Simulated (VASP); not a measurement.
Set up this calculation in VASP 6.6.1, as the native input.

| Item | Value |
| --- | --- |
| Task | relaxation of shape and atoms at fixed volume |
| Functional | PBE |
| Dispersion | D3(BJ) |
| Potentials or basis | VASP PAW PBE potentials, release 64 (Sn_d, Se) |
| Cutoff | 600 eV |
| k mesh | 10 × 10 × 8 |
| Occupations | gaussian, width 0.01 eV |
| Spin | no spin polarisation |
| Dipole correction | no |
| Further INCAR settings | ALGO = Normal; EDIFF = 1e-06; IBRION = 2; EDIFFG = -0.01; NSW = 50; ISIF = 4 |

The structure of SnSe lies in POSCAR:

```
SnSe
1.0
    2.1689072907     -6.0419774095      0.0000000000
    2.1689072907      6.0419774095      0.0000000000
    0.0000000000      0.0000000000      4.3416242298
Sn Se
2 2
Direct
    0.8724673601      0.1275326399      0.2500000000
    0.1275326399      0.8724673601      0.7500000000
    0.6430977125      0.3569022875      0.2500000000
    0.3569022875      0.6430977125      0.7500000000
```

One way to write it, as run:

INCAR

```
PREC = Accurate
ENCUT = 600
EDIFF = 1E-6
ISMEAR = 0
SIGMA = 0.01
LREAL = False
LASPH = True
NELM = 80
ALGO = Normal
ISIF = 4
LWAVE = False
LCHARG = False
GGA = PE
IVDW = 12
IBRION = 2
NSW = 50
EDIFFG = -0.01
```

KPOINTS

```
regular mesh
0
Gamma
  10 10 8
```

Potentials or basis: VASP PAW PBE potentials, release 64 (Sn_d, Se).

The run is started by

```console
$ cat potpaw_PBE.64/Sn_d/POTCAR potpaw_PBE.64/Se/POTCAR > POTCAR
$ mpirun -np 1 vasp_std > vasp.out
```

It gave:

```
Energy gained by relaxing    : 2.5 meV/atom
Ionic steps                  : 10
Pressure after relaxing      : -2.3 GPa
Largest force after relaxing : 0.009 eV/Å
Band gap on the k mesh       : 0.43 eV (least direct gap 0.55 eV)
Dispersion energy per atom   : -0.340 eV
```

Caveat: semilocal functionals underestimate gaps, and a narrow one can read as zero; spin-orbit coupling is left out, which moves the levels of the heavy elements.

It took 54 min on 1 thread of Oxide Virtual Turin-like Processor, on a shared host, peak memory 0.65 GiB.
